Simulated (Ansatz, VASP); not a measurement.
## Two plane-wave programs on Al

```
Al
1.0
     2.86428    0.00000    0.00000
    -1.43214    2.48054    0.00000
     0.00000    0.00000    9.30688
Al
4
Direct
  0.66667 0.33333 0.75000
  0.00000 0.00000 0.50000
  0.33333 0.66667 0.25000
  0.00000 0.00000 0.00000
```

Alike in both runs: task single point; functional LDA; k mesh 11 × 11 × 3; occupations fermi-dirac, width 0.05 eV; no spin polarisation.

|  | VASP | Ansatz |
| --- | --- | --- |
| version | VASP 6.6.1 | Ansatz 0.2.0 |
| potentials or method | VASP PAW LDA potentials, release 64 (Al) | Ansatz PAW |
| plane-wave cutoff (eV) | 520 | 420 |
| valence electrons in the cell | 12 | 12 |

|  | VASP | Ansatz | Ansatz less VASP |
| --- | --- | --- | --- |
| gap on the k mesh at the Fermi level (eV) | none | none | - |
| pressure (GPa) | -2.9 | -3.0 | -0.05 |
| traceless stress, the component that is largest in VASP (GPa) | 1.08 | 1.05 | -0.020 |

LDA's correlation is that of Perdew and Zunger in VASP and of Perdew and Wang (1992) in Ansatz. A gap of «none» marks a metal or a gap that the smearing closes.
